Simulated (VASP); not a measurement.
NiPt4:

```
Ni Pt
1.0
     2.79616    0.00000    0.00000
    -1.39808    2.42155    0.00000
     0.00000    0.00000   21.99165
Ni Pt
2 8
Direct
  0.33333 0.66667 0.25000
  0.66667 0.33333 0.75000
  0.33333 0.66667 0.85000
  0.33333 0.66667 0.05000
  0.33333 0.66667 0.45000
  0.33333 0.66667 0.65000
  0.66667 0.33333 0.95000
  0.66667 0.33333 0.15000
  0.66667 0.33333 0.35000
  0.66667 0.33333 0.55000
```

```yaml
Program: VASP 6.6.1
Task: relaxation of cell and atoms
Functional: PBE
Potentials_or_basis: VASP PAW PBE potentials, release 64 (Ni, Pt)
Cutoff: 600 eV
k_mesh: 6 × 6 × 1
Occupations: gaussian, width 0.1 eV
Spin: collinear spin, ferromagnetic start
Starting_moments: "[2.0, 2.0, 0.0, 0.0, 0.0, 0.0, 0.0, 0.0, 0.0, 0.0] μB"
```

At the start: pressure 3.0 GPa; volume 14.89 Å³/atom.

Problem. How do energy, volume and symmetry change on relaxing?

Solution. Over 11 steps the energy falls by 93.9 meV/atom and the volume is 14.87 Å³/atom (-0.1 %); space group P6_3/mmc (No. 194, to 0.1 Å) before and after; moment 2.64 μB per cell.

Step by step:
```
step  energy change (eV)  largest force (eV/Å)  pressure (GPa)  volume (Å³)
   1              0.0000                1.8589            2.99       148.91
   2             -0.6134                0.5814           -7.95       154.80
   3             -0.6133                0.5964           -7.84       154.71
   4             -0.6794                0.4607            6.75       145.74
   5             -0.8238                0.4696           -0.54       149.63
   6             -0.8994                0.2939            0.75       148.39
   7             -0.9168                0.2230            1.99       147.43
   8             -0.9240                0.1151           -2.20       149.90
   9             -0.9310                0.1589           -0.42       148.87
  10             -0.9384                0.0763           -0.18       148.75
  11             -0.9392                0.0369           -0.04       148.69
```

Final structure:
```
Ni Pt
1.0
     2.74221    0.00000    0.00000
    -1.37111    2.37482    0.00000
     0.00000    0.00000   22.83266
Ni Pt
2 8
Direct
  0.33333 0.66667 0.25000
  0.66667 0.33333 0.75000
  0.33333 0.66667 0.84223
  0.33333 0.66667 0.05238
  0.33333 0.66667 0.44762
  0.33333 0.66667 0.65777
  0.66667 0.33333 0.94762
  0.66667 0.33333 0.15777
  0.66667 0.33333 0.34223
  0.66667 0.33333 0.55238
```

Caveat: the k points lie up to 0.44 Å⁻¹ apart in the final cell.
